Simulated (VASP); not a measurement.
Crystal: Ca.

```
CELL_PARAMETERS angstrom
0.00000 2.79420 2.79420
2.79420 0.00000 2.79420
2.79420 2.79420 0.00000
ATOMIC_POSITIONS crystal
Ca 0.00000 0.00000 0.00000
```

| Item | Value |
| --- | --- |
| Program | VASP 6.6.1 |
| Task | relaxation of cell and atoms |
| Functional | PBE |
| Potentials or basis | VASP PAW PBE potentials, release 64 (Ca_sv) |
| Cutoff | 600 eV |
| k mesh | 8 × 8 × 8 |
| Occupations | fermi-dirac, width 0.05 eV |
| Spin | no spin polarisation |

At the start: pressure -0.5 GPa; volume 43.63 Å³/atom.

Question: Where does the relaxation end?

Answer: Over 3 steps the energy falls by 2.4 meV/atom and the volume is 42.18 Å³/atom (-3.3 %); space group Fm-3m (No. 225, to 0.1 Å) before and after.

The path:
```
step  energy change (eV)  largest force (eV/Å)  pressure (GPa)  volume (Å³)
   1              0.0000                0.0000           -0.55        43.63
   2             -0.0021                0.0000           -0.18        42.70
   3             -0.0024                0.0000            0.03        42.18
```

Final structure:
```xyz
1
Lattice="0.0000 2.7628 2.7628 2.7628 0.0000 2.7628 2.7628 2.7628 0.0000" Properties=species:S:1:pos:R:3 pbc="T T T"
Ca    0.0000    0.0000    0.0000
```
